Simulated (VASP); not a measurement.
Input of a VASP 6.6.1 run:

INCAR

```
SYSTEM = CsLaS2
PREC     = Accurate       ! precision mode
ENCUT    = 520            ! plane-wave cutoff, eV
EDIFF    = 1E-8           ! SCF threshold, eV
ISMEAR   = -1             ! smearing method
SIGMA    = 0.03           ! smearing width, eV
LREAL    = .False.        ! projectors in reciprocal space
LASPH    = .True.         ! aspherical terms in the spheres
NELM     = 100            ! most SCF steps
ALGO     = Normal         ! electronic algorithm
ISIF     = 2              ! what is computed and relaxed
LWAVE    = .False.        ! write WAVECAR
LCHARG   = .False.        ! write CHGCAR
LEFG     = .True.       
NBANDS   = 24             ! bands
```

The input KPOINTS:

```
regular mesh
0
Gamma
  8 8 8
  0 0 0
```

POSCAR

```
CsLaS2
1.0
    2.1659806087      1.2505294875      8.1006467352
   -2.1659806087      1.2505294875      8.1006467352
    0.0000000000     -2.5010589750      8.1006467352
Cs La S
1 1 2
Direct
    0.0000000000      0.0000000000      0.0000000000
    0.5000000000      0.5000000000      0.5000000000
    0.2290855100      0.2290855100      0.2290855100
    0.7709144900      0.7709144900      0.7709144900
```

Potentials or basis: VASP PAW LDA potentials, release 64 (Cs_sv, La, S).

The run is started by

```sh
$ cat potpaw_LDA.64/Cs_sv/POTCAR potpaw_LDA.64/La/POTCAR potpaw_LDA.64/S/POTCAR > POTCAR
$ mpirun -np 1 vasp_std > vasp.out
```

(1) What does it give for the band gap on the k mesh?

(2) What does it give for the pressure?

(3) Estimate the largest force.

Results:

(1) 2.30 eV, indirect (least direct gap 2.48 eV).

(2) -3.1 GPa.

(3) 0.180 eV/Å.

Caveat: without QUAD_EFG the Cq values of the log hold for a quadrupole moment of 1 mb, not for the nuclei; spin-orbit coupling is left out, which moves the levels of the heavy elements.
